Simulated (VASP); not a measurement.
# SnSe2 (P-3m1) in VASP: further runs

Runs on SnSe2. Level: PBE+D3(BJ). Tasks: single point.

Program: VASP 6.6.1. These are calculated values, not measurements. Logs are shortened: lines on timing, memory, paths and dates and some standing lists are left out, and cuts for length are marked.

### 1 The cell of the first run

It takes space group P-3m1 (No. 164, trigonal). Conventional cell: a = 3.743 Å, b = 3.743 Å, c = 6.312 Å, α = 90.00°, β = 90.00°, γ = 120.00°. Within 3.6 Å of Sn (site symmetry -3m) lie 6 Se at 2.73 Å. Within 3.6 Å of Se (site symmetry 3m) lie 3 Sn at 2.73 Å.

### 2 Single point, PBE+D3(BJ) (strain -0.025 along x and y, +0.050 along z)

Input file INCAR:

```
SYSTEM = SnSe2
PREC = Accurate ; ENCUT = 520
EDIFF = 1E-6 ; ISMEAR = 0
SIGMA = 0.03 ; LREAL = .FALSE.
LASPH = .TRUE. ; NELM = 60
ALGO = Normal ; ISIF = 2
LWAVE = .FALSE. ; LCHARG = .FALSE.
GGA = PE ; IVDW = 12
NBANDS = 20
```

Input file KPOINTS:

```
Automatic mesh
0
G
  12 12 6
  0 0 0
```

Input file POSCAR:

```
SnSe2
1.0
    3.7430723807      0.0000000000      0.0000000000
   -1.8715361904      3.2415957699      0.0000000000
    0.0000000000      0.0000000000      6.3122126660
Sn Se
1 2
Direct
    0.0000000000      0.0000000000      0.0000000000
    0.3333333333      0.6666666667      0.2651529960
    0.6666666667      0.3333333333      0.7348470040
```

Potentials or basis: VASP PAW PBE potentials, release 64 (Sn_d, Se).

Started as:

```
> cat potpaw_PBE.64/Sn_d/POTCAR potpaw_PBE.64/Se/POTCAR > POTCAR
> mpirun -np 1 vasp_std > vasp.out
```

OUTCAR:

```text
SYSTEM = SnSe2
   PREC = Accurate
   ENCUT = 520
   EDIFF = 1E-6
   ISMEAR = 0
   LREAL = .FALSE.
   LASPH = .TRUE.
   NELM = 60
   ISIF = 2
   GGA = PE
   IVDW = 12
 IVDW          = 12

 ion  position               nearest neighbor table
   1  0.000  0.000  0.000-   2 2.73   3 2.73   3 2.73   2 2.73   3 2.73   2 2.73
   2  0.333  0.667  0.265-   1 2.73   1 2.73   1 2.73
   3  0.667  0.333  0.735-   1 2.73   1 2.73   1 2.73

  LATTYP: Found a hexagonal cell.
 ALAT       =     3.7430723807
 C/A-ratio  =     1.6863720559

  Lattice vectors:

 A1 = (   3.7430723807,   0.0000000000,   0.0000000000)
 A2 = (  -1.8715361904,   3.2415957699,   0.0000000000)
 A3 = (   0.0000000000,   0.0000000000,   6.3122126660)

Analysis of symmetry for initial positions (statically):
=====================================================================
 Subroutine PRICEL returns:
 Original cell was already a primitive cell.

 Routine SETGRP: Setting up the symmetry group for a
 hexagonal supercell.

 Subroutine GETGRP returns: Found 12 space group operations
 (whereof 12 operations were pure point group operations)
 out of a pool of 24 trial point group operations.

The static configuration has the point symmetry D_3d.

Analysis of symmetry for dynamics (positions and initial velocities):
=====================================================================
 Subroutine PRICEL returns:
 Original cell was already a primitive cell.

 Routine SETGRP: Setting up the symmetry group for a
 hexagonal supercell.

 Subroutine GETGRP returns: Found 12 space group operations
 (whereof 12 operations were pure point group operations)
 out of a pool of 24 trial point group operations.

The dynamic configuration has the point symmetry D_3d.

 Subroutine INISYM returns: Found 12 space group operations
 (whereof 12 operations are pure point group operations),
 and found     1 'primitive' translations

----------------------------------------------------------------------------------------

                                     Primitive cell

  volume of cell :      76.5894

  direct lattice vectors                    reciprocal lattice vectors
     3.743072381  0.000000000  0.000000000     0.267160209  0.154245019  0.000000000
    -1.871536190  3.241595770  0.000000000     0.000000000  0.308490037  0.000000000
     0.000000000  0.000000000  6.312212666     0.000000000  0.000000000  0.158423053

  length of vectors
     3.743072381  3.743072381  6.312212666     0.308490037  0.308490037  0.158423053

  position of ions in fractional coordinates (direct lattice)
     0.000000000  0.000000000  0.000000000
     0.333333333  0.666666667  0.265152996
     0.666666667  0.333333333  0.734847004

  ion indices of the primitive-cell ions
   primitive index   ion index
                 1           1
                 2           2
                 3           3

----------------------------------------------------------------------------------------

 KPOINTS: Automatic mesh

Automatic generation of k-mesh.
 Grid dimensions read from file:
 generate k-points for:   12   12    6

 Generating k-lattice:

  Cartesian coordinates                     Fractional coordinates (reciprocal lattice)
     0.022263351  0.012853752  0.000000000     0.083333333 -0.000000000  0.000000000
     0.000000000  0.025707503  0.000000000     0.000000000  0.083333333  0.000000000
     0.000000000  0.000000000  0.026403842     0.000000000  0.000000000  0.166666667

  Length of vectors
     0.025707503  0.025707503  0.026403842

  Shift w.r.t. Gamma in fractional coordinates (k-lattice)
     0.000000000  0.000000000  0.000000000

 Subroutine IBZKPT returns following result:
 ===========================================

 Found    100 irreducible k-points:

 Following reciprocal coordinates:
            Coordinates               Weight
  0.000000  0.000000  0.000000      1.000000
  0.083333  0.000000  0.000000      6.000000
  0.166667  0.000000  0.000000      6.000000
  0.250000  0.000000  0.000000      6.000000
  0.333333  0.000000  0.000000      6.000000
  0.416667  0.000000  0.000000      6.000000
[... 16 lines left out ...]
  0.166667  0.000000  0.166667      6.000000
  0.000000  0.166667  0.166667      6.000000
 [... further k-points ...]
   k-points           NKPTS =    100   k-points in BZ     NKDIM =    100   number of bands    NBANDS=     20
   number of dos      NEDOS =    301   number of ions     NIONS =      3
   total plane-waves  NPLWV =  37632
   dimension x,y,z NGX =    28 NGY =   28 NGZ =   48
   dimension x,y,z NGXF=    56 NGYF=   56 NGZF=   96
   ions per type =               1   2
   NGX,Y,Z   is equivalent  to a cutoff of  12.44, 12.44, 12.64 a.u.
   NGXF,Y,Z  is equivalent  to a cutoff of  24.87, 24.87, 25.28 a.u.
 SYSTEM =  SnSe2
   PREC   = accura    normal or accurate (medium, high low for compatibility)
   ISTART =      0    job   : 0-new  1-cont  2-samecut
   ICHARG =      2    charge: 1-file 2-atom 10-const
   ISPIN  =      1    spin polarized calculation?
   LNONCOLLINEAR =      F non collinear calculations
   LSORBIT =      F    spin-orbit coupling
   LASPH  =      T    aspherical Exc in radial PAW
   ENCUT  =  520.0 eV  38.22 Ry    6.18 a.u.   6.96  6.96 11.74*2*pi/ulx,y,z
   NELM   =     60;   NELMIN=  2; NELMDL= -5     # of ELM steps
   EDIFF  = 0.1E-05   stopping-criterion for ELM
   LREAL  =      F    real-space projection
   EDIFFG = 0.1E-04   stopping-criterion for IOM
   NSW    =      0    number of steps for IOM
   IBRION =     -1    ionic relax: 0-MD 1-quasi-New 2-CG
   NFREE  =      0    steps in history (QN), initial steepest desc. (CG)
   ISIF   =      2    stress and relaxation
   ISYM   =      2    0-nonsym 1-usesym 2-fastsym
   POTIM  = 0.5000    time-step for ionic-motion
   TEBEG  =    0.0;   TEEND  =   0.0 temperature during run
   PSTRESS=    0.0 pullay stress
   NELECT =      26.0000    total number of electrons
   NUPDOWN=      -1.0000    fix difference up-down
   EMIN   =  10.00;   EMAX   =-10.00  energy-range for DOS
   EFERMI =   0.00;   METHOD = LEGACY
   ISMEAR =     0;   SIGMA  =   0.03  broadening in eV -4-tet -1-fermi 0-gaus
   EFERMI_NEDOS =   21; number of points for ismear=-14 and -15
   IALGO  =     38    algorithm
   IMIX   =      4    mixing-type and parameters
     AMIX     =   0.40;   BMIX     =  1.00
     AMIX_MAG =   1.60;   BMIX_MAG =  1.00
  volume/ion in A,a.u.               =      25.53       172.28
  Fermi-wavevector in a.u.,A,eV,Ry     =   1.142027  2.158118 17.745068  1.304226
  Thomas-Fermi vector in A             =   2.278726
   LORBIT       =      0    0 simple, 1 ext, 2 COOP (PROOUT), +10 PAW based schemes
   GGA     = PE    functional components
   LHFCALC =     F    Hartree Fock is set to
   AEXX    =    0.0000 exact exchange contribution
   IVDW    =    12    specifies the selected vdW correction
   LEPSILON=     F    determine dielectric tensor
   LRPA    =     F    only Hartree local field effects (RPA)
 non-spin polarized calculation
 Gauss-broadening in eV      SIGMA  =   0.03
  energy-cutoff  :      520.00
  volume of cell :       76.59
 maximum number of plane-waves:      2077
   NGX = 13   NGY = 13   NGZ = 23

 number of electron      25.9999993 magnetization

 Free energy of the ion-electron system (eV)
  ---------------------------------------------------
  ext. energy  EPLUGINS =         0.00000000
  ---------------------------------------------------
  free energy    TOTEN  =       -11.74505877 eV

  energy without entropy =      -11.74505877  energy(sigma->0) =      -11.74505877

 E-fermi :   4.5996     XC(G=0):  -9.5720

 val. band max:        4.4569226004   @ k =   0.0833   0.0000   0.1667
 cond. band min:       4.7258674922   @ k =   0.0000   0.4167   0.3333
 fundamental gap:      0.2689448918
 Fermi energy:         4.5996082050

 k-point     1 :       0.0000    0.0000    0.0000
  band No.  band energies     occupation
      1     -16.9676      2.00000
      2     -16.9676      2.00000
      3     -16.9171      2.00000
      4     -16.9059      2.00000
      5     -16.9059      2.00000
      6      -9.5274      2.00000
[... 12 lines left out ...]
     19      13.5356      0.00000
     20      13.5356      0.00000

 k-point     2 :       0.0833    0.0000    0.0000
  band No.  band energies     occupation
      1     -16.9697      2.00000
      2     -16.9640      2.00000
      3     -16.9149      2.00000
      4     -16.9087      2.00000
      5     -16.9062      2.00000
      6      -9.4567      2.00000
[... 12 lines left out ...]
     19      12.6887      0.00000
     20      13.6150      0.00000

 k-point     3 :       0.1667    0.0000    0.0000
  band No.  band energies     occupation
      1     -16.9766      2.00000
      2     -16.9545      2.00000
      3     -16.9164      2.00000
      4     -16.9080      2.00000
      5     -16.9067      2.00000
      6      -9.2494      2.00000
[... 12 lines left out ...]
     19      12.5462      0.00000
     20      13.6467      0.00000

 k-point     4 :       0.2500    0.0000    0.0000
  band No.  band energies     occupation
      1     -16.9875      2.00000
      2     -16.9429      2.00000
      3     -16.9251      2.00000
      4     -16.9060      2.00000
      5     -16.8986      2.00000
      6      -8.9229      2.00000
[... 12 lines left out ...]
     19      12.9106      0.00000
     20      13.8600      0.00000

 k-point     5 :       0.3333    0.0000    0.0000
  band No.  band energies     occupation
      1     -16.9999      2.00000
      2     -16.9343      2.00000
      3     -16.9328      2.00000
      4     -16.9022      2.00000
      5     -16.8888      2.00000
      6      -8.5159      2.00000
[... 12 lines left out ...]
     19      13.5644      0.00000
     20      14.2109      0.00000
[... 353 lines left out ...]
      6      -9.4096      2.00000
[... 12 lines left out ...]
     19      12.5474      0.00000
     20      13.6430      0.00000

 k-point    22 :       0.0000    0.0833    0.1667
  band No.  band energies     occupation
      1     -16.9697      2.00000
      2     -16.9640      2.00000
      3     -16.9149      2.00000
      4     -16.9087      2.00000
      5     -16.9062      2.00000
      6      -9.4096      2.00000
[... 12 lines left out ...]
     19      12.5819      0.00000
     20      13.3159      0.00000

 k-point    23 :       0.1667    0.0000    0.1667
  band No.  band energies     occupation
      1     -16.9766      2.00000
      2     -16.9545      2.00000
      3     -16.9163      2.00000
      4     -16.9080      2.00000
      5     -16.9067      2.00000
      6      -9.2034      2.00000
[... 12 lines left out ...]
     19      12.8859      0.00000
     20      13.1057      0.00000

 k-point    24 :       0.0000    0.1667    0.1667
  band No.  band energies     occupation
      1     -16.9766      2.00000
      2     -16.9545      2.00000
      3     -16.9164      2.00000
      4     -16.9080      2.00000
      5     -16.9067      2.00000
      6      -9.2031      2.00000
[... 12 lines left out ...]
     19      12.2863      0.00000
     20      13.5740      0.00000

 [... further k-points ...]

------------------------ aborting loop because EDIFF is reached ----------------------------------------

 Edisp (eV)   -1.09288

 E8    (eV) :    -0.4781

  FORCE on cell =-STRESS in cart. coord.  units (eV):
  Direction    XX          YY          ZZ          XY          YZ          ZX
  --------------------------------------------------------------------------------------
  -------------------------------------------------------------------------------------
  Total       0.93226     0.93226    -1.63585    -0.00000     0.00000    -0.00000
  in kB      19.50190    19.50190   -34.22049    -0.00000     0.00000    -0.00000
  external pressure =        1.59 kB  Pullay stress =        0.00 kB

 VOLUME and BASIS-vectors are now :
 -----------------------------------------------------------------------------
  energy-cutoff  :      520.00
  volume of cell :       76.59
      direct lattice vectors                 reciprocal lattice vectors
     3.743072381  0.000000000  0.000000000     0.267160209  0.154245019  0.000000000
    -1.871536190  3.241595770  0.000000000     0.000000000  0.308490037  0.000000000
     0.000000000  0.000000000  6.312212666     0.000000000  0.000000000  0.158423053

 POSITION                                       TOTAL-FORCE (eV/Angst)
 -----------------------------------------------------------------------------------
      0.00000      0.00000      0.00000         0.000000      0.000000      0.000000
     -0.00000      2.16106      1.67370         0.000000      0.000000     -0.422142
      1.87154      1.08053      4.63851        -0.000000     -0.000000      0.422142
 -----------------------------------------------------------------------------------
    total drift:                               -0.000000      0.000000     -0.000000

  FREE ENERGIE OF THE ION-ELECTRON SYSTEM (eV)
  ---------------------------------------------------
  free  energy   TOTEN  =       -12.8379373469 eV

  energy  without entropy=      -12.8379373469  energy(sigma->0) =      -12.83793735
```

Wall time 1.7 min (1 thread of AMD EPYC 7R13 (Zen 3), shared host); peak memory 0.26 GiB.

What came out:

| Quantity | Value |
| --- | --- |
| Free energy | -12.8379 eV |
| Pressure | 0.2 GPa |
| Largest force | 0.422 eV/Å |
| Band gap on the k mesh | 0.27 eV, indirect (least direct gap 0.95 eV) |
| Dispersion energy per atom | -0.364 eV |

Forces in eV/Å, atoms in the order of the input:
```
Sn   0.000  0.000  0.000
Se   0.000  0.000 -0.422
Se   0.000  0.000  0.422
```

Stress tensor (GPa, compression positive):
```
 1.95  0.00  0.00
 0.00  1.95  0.00
 0.00  0.00 -3.42
```

Caveat: the cell differs from its parent crystal (strain -0.025 along x and y, +0.050 along z); spin-orbit coupling is left out, which moves the levels of the heavy elements.

### 3 Single point, PBE+D3(BJ) (strain +0.025 along x and y, -0.050 along z)

Input file INCAR:

```
SYSTEM = SnSe2
PREC = Accurate
ENCUT = 520
EDIFF = 1E-6
ISMEAR = 0
SIGMA = 0.03
LREAL = .FALSE.
LASPH = .TRUE.
NELM = 80
ALGO = Normal
ISIF = 2
LWAVE = .FALSE.
LCHARG = .FALSE.
GGA = PE
IVDW = 12
NBANDS = 20
```

Input file KPOINTS:

```
regular mesh
0
G
  12 12 6
  0 0 0
```

Input file POSCAR:

```
SnSe2
1.0
    3.9350248105      0.0000000000      0.0000000000
   -1.9675124053      3.4078314504      0.0000000000
    0.0000000000      0.0000000000      5.7110495550
Sn Se
1 2
Direct
    0.0000000000      0.0000000000      0.0000000000
    0.3333333333      0.6666666667      0.2651529960
    0.6666666667      0.3333333333      0.7348470040
```

Potentials or basis: VASP PAW PBE potentials, release 64 (Sn_d, Se).

Started as:

```
> cat potpaw_PBE.64/Sn_d/POTCAR potpaw_PBE.64/Se/POTCAR > POTCAR
> mpirun -np 1 vasp_std > vasp.out
```

Run time: 1.7 min. Hardware: 1 thread of AMD EPYC 7R13 (Zen 3), shared host; peak memory 0.27 GiB.

The run converged. Its results:

```
Free energy                : -12.8493 eV
Pressure                   : 0.2 GPa
Largest force              : 0.403 eV/Å
Band gap on the k mesh     : 0.03 eV, indirect (least direct gap 0.06 eV)
Dispersion energy per atom : -0.365 eV
```

Forces in eV/Å, atoms in the order of the input:
```
Sn   0.000  0.000  0.000
Se   0.000  0.000  0.403
Se   0.000  0.000 -0.403
```

Stress tensor (GPa, compression positive):
```
-1.01  0.00  0.00
 0.00 -1.01  0.00
 0.00  0.00  2.71
```

Levels at points of the mesh, in eV from the valence-band top:
| k point | band 9 | band 10 | band 11 | band 12 | band 13 | band 14 | band 15 | band 16 | band 17 | band 18 |
| --- | --- | --- | --- | --- | --- | --- | --- | --- | --- | --- |
| (0.00, 0.00, 0.00) | -1.34 | -1.34 | -1.21 | -1.21 | -0.03 | 0.03 | 2.19 | 3.96 | 3.96 | 8.18 |
| (0.50, 0.00, 0.00) | -4.49 | -3.44 | -3.31 | -1.90 | -0.71 | 0.76 | 3.13 | 4.55 | 4.75 | 7.16 |
| (0.00, 0.00, 0.50) | -2.48 | -1.53 | -1.53 | -0.87 | -0.87 | 1.73 | 2.08 | 3.43 | 3.43 | 7.14 |
| (0.50, 0.00, 0.50) | -5.34 | -2.95 | -2.12 | -1.49 | -1.48 | 0.63 | 3.78 | 4.48 | 5.84 | 5.85 |

Caveat: the cell differs from its parent crystal (strain +0.025 along x and y, -0.050 along z); spin-orbit coupling is left out, which moves the levels of the heavy elements.
